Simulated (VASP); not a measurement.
Input of a VASP 6.6.1 run:

POSCAR

```
SnTe
1.0
    0.0000000000      3.5839840137      3.5839840137
    3.5839840137      0.0000000000      3.5839840137
    3.5839840137      3.5839840137      0.0000000000
Sn Te
1 1
Direct
    0.0000000000      0.0000000000      0.0000000000
    0.2500000000      0.2500000000      0.2500000000
```

File INCAR.step1:

```
SYSTEM = SnTe
PREC = Accurate
ENCUT = 520
ISMEAR = -1
SIGMA = 0.2
LREAL = .False.
LASPH = .True.
NELM = 60
NBANDS = 17
GGA = PE
ALGO = Normal
EDIFF = 1E-4
LWAVE = .True.
LCHARG = .False.
```

File INCAR.step2:

```
SYSTEM = SnTe
PREC = Accurate
ENCUT = 520
EDIFF = 1E-6
ISMEAR = -1
SIGMA = 0.2
LREAL = .False.
LASPH = .True.
NELM = 60
ALGO = Normal
ISIF = 2
LWAVE = .False.
LCHARG = .False.
METAGGA = R2SCAN
LMIXTAU = .True.
NBANDS = 17
ISTART = 1
```

Contents of KPOINTS:

```
Automatic mesh
0
Gamma
  4 4 4
  0 0 0
```

Potentials or basis: VASP PAW PBE potentials, release 64 (Sn_d, Te).

The run is started by

```console
$ cat potpaw_PBE.64/Sn_d/POTCAR potpaw_PBE.64/Te/POTCAR > POTCAR
$ cp INCAR.step1 INCAR
$ mpirun -np 1 vasp_std > vasp.out
$ cp INCAR.step2 INCAR
$ mpirun -np 1 vasp_std > vasp.out
```

Q: What does it give for the pressure?

A: -0.5 GPa.

Q: Predict the band gap on the k mesh.

A: 0.11 eV (least direct gap 0.89 eV).

Caveat: the PAW data sets were made with another functional, which shifts forces and pressure a little; spin-orbit coupling is left out, which moves the levels of the heavy elements. A k mesh can miss the band edges.
